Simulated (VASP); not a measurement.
The system is SnO.

```xyz
2
Lattice="0.0000 2.5370 2.5669 2.5370 0.0000 2.5669 2.5370 2.5370 0.0000" Properties=species:S:1:pos:R:3 pbc="T T T"
Sn    0.0000    0.0000    0.0000
O     2.5370    2.5370    2.5669
```

This cell differs from its parent crystal: uniaxial z strain +1.2%.

Base run:

- Program: VASP 6.6.1
- Functional: PBE
- Potentials or basis: VASP PAW PBE potentials, release 64 (Sn_d, O)
- Cutoff: 520 eV
- k mesh: 8 × 8 × 8
- Occupations: fermi-dirac, width 0.02 eV
- Spin: no spin polarisation

Its results: band gap on the k mesh 0.85 eV, indirect (least direct gap 0.93 eV); pressure 1.2 GPa.

Q: The run is repeated on the same cell with these changes: functional from PBE to r2SCAN. What comes out?

A: Band gap on the k mesh 0.98 eV, indirect (least direct gap 0.98 eV); pressure -1.0 GPa.

r2SCAN gives the wider gap, since meta-GGAs in the generalised Kohn-Sham scheme recover part of the derivative discontinuity.

Caveats: spin-orbit coupling is left out, which moves the levels of the heavy elements; the PAW data sets were made with another functional, which shifts forces and pressure a little (some runs).

A k mesh can miss the band edges.
